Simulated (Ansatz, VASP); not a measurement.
**One calculation of Ni, two programs**

The input INCAR:

```
PREC = Accurate ; ENCUT = 520
EDIFF = 1E-7 ; ISMEAR = -1
SIGMA = 0.05 ; LREAL = F
LASPH = T ; NELM = 150
ALGO = Fast ; ISIF = 2
LWAVE = F ; LCHARG = F
ISPIN = 2 ; MAGMOM = 1
LORBIT = 11 ; LMAXMIX = 4
GGA = RP ; NBANDS = 15
```

Contents of KPOINTS:

```
Automatic mesh
0
Gamma
  13 13 13
```

The input POSCAR:

```
Ni
1.0
    0.0000000000      1.7375729330      1.7375729330
    1.7375729330      0.0000000000      1.7375729330
    1.7375729330      1.7375729330      0.0000000000
Ni
1
Direct
    0.0000000000      0.0000000000      0.0000000000
```

input.yaml

```yaml
crystal:
  lattice:
    - [0.0, 1.737572933, 1.737572933]
    - [1.737572933, 0.0, 1.737572933]
    - [1.737572933, 1.737572933, 0.0]
  atoms:
    - { symbol: Ni, position: [0.0, 0.0, 0.0], spin: 1.0 }
kpoints:
  mp_grid: { grid: [13, 13, 13] }
  band_path:
    path:
      - [0.0, 0.0, 0.0]
      - [0.5, 0.0, 0.5]
      - [0.5, 0.25, 0.75]
      - [0.375, 0.375, 0.75]
      - [0.0, 0.0, 0.0]
      - [0.5, 0.5, 0.5]
      - [0.625, 0.25, 0.625]
      - [0.5, 0.25, 0.75]
    npoints: 10
scf:
  occupations: { method: fermi_dirac, width: 0.05 }
hamiltonian:
  xc: rpbe
  pseudopotentials: { kind: all_electron, lapw: { basis_error: 0.001 } }
magnetization:
  spin_polarized: true
output:
  forces: true
  stress: true
  eigenvalues: true
```

Alike in both runs: functional RPBE; k mesh 13 × 13 × 13; occupations fermi-dirac, width 0.05 eV; collinear spin.

```csv
,VASP,Ansatz
version,VASP 6.6.1,Ansatz 0.2.0
potentials or method,"VASP PAW PBE potentials, release 64 (Ni), cutoff 520 eV","all-electron LAPW, scalar-relativistic"
task,single point,band structure
```

|  | VASP | Ansatz | Ansatz less VASP |
| --- | --- | --- | --- |
| gap on the k mesh at the Fermi level (eV) | none | none | - |
| pressure (GPa) | 14.0 | 13.9 | -0.03 |
| net moment per atom (μB) | 0.62 | 0.63 | +0.007 |
| size of the moment on the site where the two differ most (μB) | 0.63 | 0.66 | +0.023 |

VASP's potentials were made for PBE, not for RPBE. Site moments also hang on the region over which each program counts them. A gap of «none» marks a metal or a gap that the smearing closes. Ansatz ran all-electron here, and VASP with PAW potentials.
